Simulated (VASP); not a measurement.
ScB2:

```
CELL_PARAMETERS angstrom
0.00000 3.06299 3.06299
3.06299 0.00000 3.06299
3.06299 3.06299 0.00000
ATOMIC_POSITIONS crystal
Sc 0.25000 0.25000 0.25000
Sc 0.00000 0.00000 0.00000
B 0.62500 0.62500 0.62500
B 0.12500 0.62500 0.62500
B 0.62500 0.12500 0.62500
B 0.62500 0.62500 0.12500
```

```yaml
Program: VASP 6.6.1
Task: relaxation of volume and atoms at fixed shape
Functional: LDA
Potentials_or_basis: VASP PAW LDA potentials, release 64 (Sc_sv, B)
Cutoff: 600 eV
k_mesh: 13 × 13 × 13
Occupations: methfessel-paxton, width 0.05 eV
Spin: no spin polarisation
```

At the start: pressure -9.3 GPa; volume 9.58 Å³/atom.

Where does the relaxation end?

Over 3 steps the energy falls by 14.2 meV/atom and the volume is 9.11 Å³/atom (-4.9 %); space group Fd-3m (No. 227, to 0.1 Å) before and after.

The path:
| step | energy change (eV) | largest force (eV/Å) | pressure (GPa) | volume (Å³) |
| --- | --- | --- | --- | --- |
| 1 | 0.0000 | 0.0000 | -9.28 | 57.47 |
| 2 | -0.0508 | 0.0000 | 6.69 | 52.98 |
| 3 | -0.0849 | 0.0000 | -0.03 | 54.66 |

Final structure:
```
CELL_PARAMETERS angstrom
0.00000 3.01216 3.01216
3.01216 0.00000 3.01216
3.01216 3.01216 0.00000
ATOMIC_POSITIONS crystal
Sc 0.25000 0.25000 0.25000
Sc 0.00000 0.00000 0.00000
B 0.62500 0.62500 0.62500
B 0.12500 0.62500 0.62500
B 0.62500 0.12500 0.62500
B 0.62500 0.62500 0.12500
```
